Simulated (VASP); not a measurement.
Set up this calculation in VASP 6.6.1, as the native input.

| Quantity | Value |
| --- | --- |
| Task | single point |
| Functional | PBEsol |
| Potentials or basis | VASP PAW PBE potentials, release 64 (N, Hf_pv, O) |
| Cutoff | 520 eV |
| k mesh | 9 × 9 × 1 |
| Occupations | gaussian, width 0.1 eV |
| Spin | no spin polarisation |
| Dipole correction | yes |
| Further INCAR settings | ALGO = Normal; EDIFF = 1e-07; NBANDS = 34 |

The structure of Hf3N3O lies in POSCAR:

```
Hf3N3O
1.0
    3.1830776024      0.0000000000      0.0000000000
   -1.5915388012      2.7566260659      0.0000000000
    0.0000000000      0.0000000000     25.4974299479
N Hf O
3 3 1
Direct
    0.3333333333      0.6666666667      0.3333669321
    0.0000000000      0.0000000000      0.4352976751
    0.6666666667      0.3333333333      0.5396941731
    0.6666666667      0.3333333333      0.3843323037
    0.3333333333      0.6666666667      0.4870937990
    0.0000000000      0.0000000000      0.5903365392
    0.3333333333      0.6666666667      0.6289986705
```

These files were run (other wordings do the same):

INCAR

```
SYSTEM = Hf3N3O
ALGO = Normal
DIPOL = 0.5 0.5 0.486
EDIFF = 1E-7
ENCUT = 520
GGA = PS
IDIPOL = 3
ISIF = 2
ISMEAR = 0
LASPH = .TRUE.
LCHARG = .FALSE.
LDIPOL = .TRUE.
LREAL = .FALSE.
LWAVE = .FALSE.
NBANDS = 34
NELM = 100
PREC = Accurate
SIGMA = 0.1
```

KPOINTS

```
k-points
0
G
  9 9 1
  0 0 0
```

Potentials or basis: VASP PAW PBE potentials, release 64 (N, Hf_pv, O).

Launch:

```console
$ cat potpaw_PBE.64/N/POTCAR potpaw_PBE.64/Hf_pv/POTCAR potpaw_PBE.64/O/POTCAR > POTCAR
$ mpirun -np 1 vasp_std > vasp.out
```

It gave:

```json
{
 "Largest force": "6.520 eV/Å",
 "Band gap on the k mesh": "zero (an odd number of electrons rules out a gap without spin polarisation)"
}
```

Caveat: the PAW data sets were made with another functional, which shifts forces and pressure a little; spin-orbit coupling is left out, which moves the levels of the heavy elements; an odd number of electrons without spin polarisation forces a metal; a magnetic or distorted state may lie lower.

Run time: 5.3 min on 1 thread of Intel(R) Xeon(R) Platinum 8488C (Sapphire Rapids) (shared host), peak memory 0.36 GiB.
